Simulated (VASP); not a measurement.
# LaYH6 (P1) in VASP: single point with PBEsol

Aim: the single point of LaYH6 with PBEsol.

Everything below comes from runs of VASP 6.6.1. Logs are shortened: lines on timing, memory, paths and dates and some standing lists are left out, and cuts for length are marked.

## 1. The cell of the first run

The typed cell holds 8 atoms: a = 3.709 Å, b = 5.214 Å, c = 6.643 Å, α = 66.82°, β = 56.43°, γ = 44.63°.

## 2. Single point, PBEsol

The input, INCAR:

```
SYSTEM = LaYH6
PREC = Accurate
ENCUT = 520
EDIFF = 1E-6
ISMEAR = -1
SIGMA = 0.05
LREAL = .False.
LASPH = .True.
NELM = 100
ALGO = Normal
ISIF = 2
LWAVE = .False.
LCHARG = .False.
GGA = PS
NBANDS = 24
```

The input, KPOINTS:

```
Automatic mesh
0
Gamma
  4 4 4
  0 0 0
```

The input, POSCAR:

```
LaYH6
1.0
    1.1046585321      2.4107490087      2.5926905921
    3.6576641531      0.0363775837      3.7154864682
    4.7055337511      4.5796272925     -1.0080878202
La Y H
1 1 6
Direct
    0.4249590044      0.5628471109      0.4438919810
   -0.1075285889      0.0626647329     -0.0554098671
    0.4418161916      0.0628336759      0.4281397171
    0.0109585616      0.5630766931      0.9276719219
    0.1866383440      1.0629526846      0.1669983773
    0.6816387009      0.5627325683      0.7072796641
    0.6445530127      0.0629703792      0.7099234571
    1.2165148785      0.5626988167      0.1705908717
```

Potentials or basis: VASP PAW PBE potentials, release 64 (La, Y_sv, H).

The run is started by

```sh
$ cat potpaw_PBE.64/La/POTCAR potpaw_PBE.64/Y_sv/POTCAR potpaw_PBE.64/H/POTCAR > POTCAR
$ mpirun -np 1 vasp_std > vasp.out
```

OUTCAR:

```text
SYSTEM = LaYH6
   PREC = Accurate
   ENCUT = 520
   EDIFF = 1E-6
   ISMEAR = -1
   LREAL = .False.
   LASPH = .True.
   NELM = 100
   ISIF = 2
   GGA = PS

 ion  position               nearest neighbor table
   1  0.425  0.563  0.444-   2 3.74   2 3.74   2 3.75   2 3.75   2 3.85   2 3.85   2 3.87
   2  0.892  0.063  0.945-   5 2.18   7 2.20   8 2.22   8 2.23   6 2.26   6 2.26   5 2.27   7 2.32
                             4 2.35   4 2.35   1 3.74   1 3.74   1 3.75   1 3.75   1 3.85   1 3.85
   3  0.442  0.063  0.428-
   4  0.011  0.563  0.928-   2 2.35   2 2.35
   5  0.187  0.063  0.167-   2 2.18   2 2.27
   6  0.682  0.563  0.707-   2 2.26   2 2.26
   7  0.645  0.063  0.710-   2 2.20   2 2.32
   8  0.217  0.563  0.171-   2 2.22   2 2.23

  Warning from LATTYP: Got some problem with cell dimensions!
  Tried to take original basis but could not verify dimensions!
  LATTYP: Found a triclinic cell.
 ALAT       =     5.2111109498
 B/A-ratio  =     0.7028839063
 C/A-ratio  =     1.0621486197
 COS(alpha) =     0.0000193800
 COS(beta)  =     0.0044980365
 COS(gamma) =     0.7025041673

  Lattice vectors:

 A1 = (  -1.4483470889,   4.7851204337,   1.4698947160)
 A2 = (  -2.5530056210,   2.3743714250,  -1.1227958761)
 A3 = (  -3.6008752190,  -2.1688782838,   3.6007784123)

Analysis of symmetry for initial positions (statically):
=====================================================================
 Subroutine PRICEL returns:
 Original cell was already a primitive cell.

 Routine SETGRP: Setting up the symmetry group for a
 triclinic supercell.

 Subroutine GETGRP returns: Found  1 space group operations
 (whereof  1 operations were pure point group operations)
 out of a pool of  2 trial point group operations.

The static configuration has the point symmetry C_1 .

Analysis of symmetry for dynamics (positions and initial velocities):
=====================================================================
 Subroutine PRICEL returns:
 Original cell was already a primitive cell.

 Routine SETGRP: Setting up the symmetry group for a
 triclinic supercell.

 Subroutine GETGRP returns: Found  1 space group operations
 (whereof  1 operations were pure point group operations)
 out of a pool of  2 trial point group operations.

The dynamic configuration has the point symmetry C_1 .

 Subroutine INISYM returns: Found  1 space group operations
 (whereof  1 operations are pure point group operations),
 and found     1 'primitive' translations

----------------------------------------------------------------------------------------

                                     Primitive cell

  volume of cell :      75.1858

  direct lattice vectors                    reciprocal lattice vectors
     1.104658532  2.410749009  2.592690592    -0.226801039  0.281577064  0.220514580
     3.657664153  0.036377584  3.715486468     0.190246103 -0.177075829  0.083592080
     4.705533751  4.579627292 -1.008087820     0.117878520  0.071540748 -0.116744475

  length of vectors
     3.708642037  5.213892028  6.643137442     0.423498564  0.273014770  0.180672899

  position of ions in fractional coordinates (direct lattice)
     0.424959004  0.562847111  0.443891981
     0.892471411  0.062664733  0.944590133
     0.441816192  0.062833676  0.428139717
     0.010958562  0.563076693  0.927671922
     0.186638344  0.062952685  0.166998377
     0.681638701  0.562732568  0.707279664
     0.644553013  0.062970379  0.709923457
     0.216514879  0.562698817  0.170590872

  ion indices of the primitive-cell ions
   primitive index   ion index
                 1           1
                 2           2
                 3           3
                 4           4
                 5           5
                 6           6
                 7           7
                 8           8

----------------------------------------------------------------------------------------

 KPOINTS: Automatic mesh

Automatic generation of k-mesh.
 Grid dimensions read from file:
 generate k-points for:    4    4    4

 Generating k-lattice:

  Cartesian coordinates                     Fractional coordinates (reciprocal lattice)
    -0.056700260  0.070394266  0.055128645     0.250000000  0.000000000 -0.000000000
     0.047561526 -0.044268957  0.020898020    -0.000000000  0.250000000 -0.000000000
     0.029469630  0.017885187 -0.029186119     0.000000000  0.000000000  0.250000000

  Length of vectors
     0.105874641  0.068253692  0.045168225

  Shift w.r.t. Gamma in fractional coordinates (k-lattice)
     0.000000000  0.000000000  0.000000000

 Subroutine IBZKPT returns following result:
 ===========================================

 Found     36 irreducible k-points:

 Following reciprocal coordinates:
            Coordinates               Weight
  0.000000  0.000000  0.000000      1.000000
  0.250000  0.000000  0.000000      2.000000
  0.500000  0.000000  0.000000      1.000000
  0.000000  0.250000  0.000000      2.000000
  0.250000  0.250000  0.000000      2.000000
  0.500000  0.250000  0.000000      2.000000
[... 16 lines left out ...]
  0.000000 -0.250000  0.250000      2.000000
  0.250000 -0.250000  0.250000      2.000000
 [... further k-points ...]
   k-points           NKPTS =     36   k-points in BZ     NKDIM =     36   number of bands    NBANDS=     24
   number of dos      NEDOS =    301   number of ions     NIONS =      8
   total plane-waves  NPLWV =  56000
   dimension x,y,z NGX =    28 NGY =   40 NGZ =   50
   dimension x,y,z NGXF=    56 NGYF=   80 NGZF=  100
   ions per type =               1   1   6
   NGX,Y,Z   is equivalent  to a cutoff of  12.55, 12.75, 12.51 a.u.
   NGXF,Y,Z  is equivalent  to a cutoff of  25.10, 25.51, 25.03 a.u.
 SYSTEM =  LaYH6
   PREC   = accura    normal or accurate (medium, high low for compatibility)
   ISTART =      0    job   : 0-new  1-cont  2-samecut
   ICHARG =      2    charge: 1-file 2-atom 10-const
   ISPIN  =      1    spin polarized calculation?
   LNONCOLLINEAR =      F non collinear calculations
   LSORBIT =      F    spin-orbit coupling
   LASPH  =      T    aspherical Exc in radial PAW
   ENCUT  =  520.0 eV  38.22 Ry    6.18 a.u.   6.90  9.69 12.35*2*pi/ulx,y,z
   NELM   =    100;   NELMIN=  2; NELMDL= -5     # of ELM steps
   EDIFF  = 0.1E-05   stopping-criterion for ELM
   LREAL  =      F    real-space projection
   EDIFFG = 0.1E-04   stopping-criterion for IOM
   NSW    =      0    number of steps for IOM
   IBRION =     -1    ionic relax: 0-MD 1-quasi-New 2-CG
   NFREE  =      0    steps in history (QN), initial steepest desc. (CG)
   ISIF   =      2    stress and relaxation
   ISYM   =      2    0-nonsym 1-usesym 2-fastsym
   POTIM  = 0.5000    time-step for ionic-motion
   TEBEG  =    0.0;   TEEND  =   0.0 temperature during run
   PSTRESS=    0.0 pullay stress
   NELECT =      28.0000    total number of electrons
   NUPDOWN=      -1.0000    fix difference up-down
   EMIN   =  10.00;   EMAX   =-10.00  energy-range for DOS
   EFERMI =   0.00;   METHOD = LEGACY
   ISMEAR =    -1;   SIGMA  =   0.05  broadening in eV -4-tet -1-fermi 0-gaus
   EFERMI_NEDOS =   21; number of points for ismear=-14 and -15
   IALGO  =     38    algorithm
   IMIX   =      4    mixing-type and parameters
     AMIX     =   0.40;   BMIX     =  1.00
     AMIX_MAG =   1.60;   BMIX_MAG =  1.00
  volume/ion in A,a.u.               =       9.40        63.42
  Fermi-wavevector in a.u.,A,eV,Ry     =   1.177829  2.225774 18.875107  1.387281
  Thomas-Fermi vector in A             =   2.314169
   LORBIT       =      0    0 simple, 1 ext, 2 COOP (PROOUT), +10 PAW based schemes
   GGA     = PS    functional components
   LHFCALC =     F    Hartree Fock is set to
   AEXX    =    0.0000 exact exchange contribution
   IVDW    =     0    specifies the selected vdW correction
   LEPSILON=     F    determine dielectric tensor
   LRPA    =     F    only Hartree local field effects (RPA)
 non-spin polarized calculation
  energy-cutoff  :      520.00
  volume of cell :       75.19
 maximum number of plane-waves:      2060
   NGX = 13   NGY = 19   NGZ = 25

 number of electron      28.0000000 magnetization

 Free energy of the ion-electron system (eV)
  ---------------------------------------------------
  ext. energy  EPLUGINS =         0.00000000
  ---------------------------------------------------
  free energy    TOTEN  =       -36.82453140 eV

  energy without entropy =      -36.82078062  energy(sigma->0) =      -36.82265601

 E-fermi :   6.2851     XC(G=0): -10.5329

 val. band max:        5.7115853957   @ k =  -0.0000  -0.0000   0.2500
 cond. band min:       6.3243723899   @ k =   0.5000   0.5000   0.0000
 fundamental gap:      0.6127869943
 Fermi energy:         6.2851466172

 k-point     1 :       0.0000    0.0000    0.0000
  band No.  band energies     occupation
      1     -36.7888      2.00000
      2     -26.5796      2.00000
      3     -16.9369      2.00000
      4     -16.7135      2.00000
      5     -16.6804      2.00000
      6     -10.5628      2.00000
[... 16 lines left out ...]
     23       8.5485      0.00000
     24       9.3204      0.00000

 k-point     2 :       0.2500    0.0000    0.0000
  band No.  band energies     occupation
      1     -36.7704      2.00000
      2     -26.4873      2.00000
      3     -16.8813      2.00000
      4     -16.8482      2.00000
      5     -16.8313      2.00000
      6     -10.5214      2.00000
[... 16 lines left out ...]
     23       8.7551      0.00000
     24       9.0117      0.00000
[... 565 lines left out ...]
     23       8.8995      0.00000
     24       9.0491      0.00000

 k-point    24 :       0.2500   -0.2500    0.2500
  band No.  band energies     occupation
      1     -36.7607      2.00000
      2     -26.4381      2.00000
      3     -16.9920      2.00000
      4     -16.8508      2.00000
      5     -16.8267      2.00000
      6     -11.0177      2.00000
[... 16 lines left out ...]
     23       9.2507      0.00000
     24       9.7108      0.00000

 [... further k-points ...]

------------------------ aborting loop because EDIFF is reached ----------------------------------------

  FORCE on cell =-STRESS in cart. coord.  units (eV):
  Direction    XX          YY          ZZ          XY          YZ          ZX
  --------------------------------------------------------------------------------------
  -------------------------------------------------------------------------------------
  Total       -0.0927420     -0.0918666     -0.0939730      0.0117340     -0.0062691     -0.0125490
  in kB       -1.9762933     -1.9576376     -2.0025250      0.2500456     -0.1335926     -0.2674134
  external PRESSURE =      -1.9788186 kB  Pullay stress =       0.0000000 kB

 VOLUME and BASIS-vectors are now :
 -----------------------------------------------------------------------------
  energy-cutoff  :      520.00
  volume of cell :       75.19
      direct lattice vectors                 reciprocal lattice vectors
     1.104658532  2.410749009  2.592690592    -0.226801039  0.281577064  0.220514580
     3.657664153  0.036377584  3.715486468     0.190246103 -0.177075829  0.083592080
     4.705533751  4.579627292 -1.008087820     0.117878520  0.071540748 -0.116744475

 POSITION                                       TOTAL-FORCE (eV/Angst)
 -----------------------------------------------------------------------------------
      4.61689      3.07780      2.74556        -0.000014     -0.001948     -0.005225
      5.65988      6.47967      1.59450        -0.001637     -0.003764     -0.003825
      2.73251      3.02811      0.94735         0.000557      0.001266      0.001153
      6.43684      4.29529      1.18534         0.001688      0.002657      0.002069
      1.22225      1.21702      0.54945         0.000278      0.001726      0.001903
      6.13939      4.90281      3.14510        -0.001339     -0.001075      0.002426
      4.28290      4.80733      1.18943        -0.000993      0.001194      0.002432
      3.10006      1.32368      2.48009         0.001460     -0.000056     -0.000932
 -----------------------------------------------------------------------------------
    total drift:                               -0.000254     -0.000176      0.000074

  FREE ENERGIE OF THE ION-ELECTRON SYSTEM (eV)
  ---------------------------------------------------
  free  energy   TOTEN  =       -36.8245313997 eV

  energy  without entropy=      -36.8207806181  energy(sigma->0) =      -36.82265601
```

It took 2 min on 1 thread of Intel Xeon Platinum 8488C (Sapphire Rapids), shared host; peak memory 0.29 GiB.

What came out:

```yaml
Free_energy: -36.8245 eV
Pressure: -0.2 GPa
Largest_force: 0.006 eV/Å
Band_gap_on_the_k_mesh: zero (bands 14 and 15 overlap by 0.06 eV)
```

Forces on the atoms (eV/Å):
```
La   0.000 -0.002 -0.005
Y   -0.002 -0.004 -0.004
H    0.001  0.001  0.001
H    0.002  0.003  0.002
H    0.000  0.002  0.002
H   -0.001 -0.001  0.002
H   -0.001  0.001  0.002
H    0.001  0.000 -0.001
```

Caveat: the k points lie up to 0.43 Å⁻¹ apart; the PAW data sets were made with another functional, which shifts forces and pressure a little; spin-orbit coupling is left out, which moves the levels of the heavy elements.

The gap in the log of VASP goes by the Fermi energy; the results here count the filled bands.